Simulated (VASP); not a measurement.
A run of VASP 6.6.1 is set up as follows.

File INCAR:

```
ALGO     = Normal         # electronic algorithm
EDIFF    = 1E-6           # SCF threshold, eV
ENCUT    = 520            # plane-wave cutoff, eV
GGA      = PE             # functional
ISIF     = 2              # what is computed and relaxed
ISMEAR   = 0              # smearing method
LASPH    = T              # aspherical terms in the spheres
LCHARG   = F              # write CHGCAR
LREAL    = F              # projectors in reciprocal space
LWAVE    = F              # write WAVECAR
NBANDS   = 34             # bands
NELM     = 60             # most SCF steps
PREC     = Accurate       # precision mode
SIGMA    = 0.1            # smearing width, eV
```

KPOINTS

```
k-points
0
Gamma
  6 6 6
```

POSCAR

```
FeSi
1.0
    4.2173676852      0.0000000000      0.0000000000
    0.0000000000      4.2173676852      0.0000000000
    0.0000000000      0.0000000000      4.2173676852
Fe Si
4 4
Direct
    0.1414400714      0.1414400714      0.1414400714
    0.3585599286      0.8585599286      0.6414400714
    0.6414400714      0.3585599286      0.8585599286
    0.8585599286      0.6414400714      0.3585599286
    0.8431542001      0.8431542001      0.8431542001
    0.6568457999      0.1568457999      0.3431542001
    0.3431542001      0.6568457999      0.1568457999
    0.1568457999      0.3431542001      0.6568457999
```

Potentials or basis: VASP PAW PBE potentials, release 64 (Fe, Si).

The run is started by

```sh
$ cat potpaw_PBE.64/Fe/POTCAR potpaw_PBE.64/Si/POTCAR > POTCAR
$ mpirun -np 1 vasp_std > vasp.out
```

**Question.** What does it give for the largest force?

**Answer.** 0.045 eV/Å.

**Question.** Estimate the band gap on the k mesh.

**Answer.** 0.16 eV (least direct gap 0.18 eV).

Forces on the atoms (eV/Å):
```
Fe   0.026  0.026  0.026
Fe  -0.026 -0.026  0.026
Fe   0.026 -0.026 -0.026
Fe  -0.026  0.026 -0.026
Si   0.006  0.006  0.006
Si  -0.006 -0.006  0.006
Si   0.006 -0.006 -0.006
Si  -0.006  0.006 -0.006
```

 Spin polarisation is off, so any magnetic state and its effect on volume and gap are missing.
